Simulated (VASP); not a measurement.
Runs of VASP 6.6.1 on InPd. It takes space group Fm-3m (No. 225, cubic). Conventional cell: a = 5.492 Å, b = 5.492 Å, c = 5.492 Å, α = 90.00°, β = 90.00°, γ = 90.00°. Within 3.6 Å of In (site symmetry m-3m) lie 6 Pd at 2.75 Å. Pd (site symmetry m-3m) has 6 In at 2.75 Å within 3.6 Å. 

| level | share of exact exchange | screening parameter | gap on the mesh (eV) | pressure (GPa) |
| --- | --- | --- | --- | --- |
| PBEsol-based screened hybrid with 25 % exact exchange | 0.25 | 0.207 1/Å | none | -7.1 |
| r2SCAN0 | 0.25 | - | none | -5.5 |
| r2SCANh | 0.1 | - | none | -4.5 |
| HSE06 | 0.25 | 0.2079 1/Å | none | (a) |

Alike in all rows: task single point; potentials or basis VASP PAW PBE potentials, release 64 (In_d, Pd); no spin polarisation; cell as given; k mesh 4 × 4 × 4; cutoff (eV) 520; smearing fermi-dirac 0.05 eV.

Fill in the values left out.

(a) -3.8.

Caveats: all runs use coarse meshes; the PAW data sets were made with another functional, which shifts forces and pressure a little; spin-orbit coupling is left out, which moves the levels of the heavy elements.

A k mesh can miss the band edges, and the runs leave out spin-orbit coupling on In, Pd.

A gap of «none» marks levels without a gap at the run's occupations.
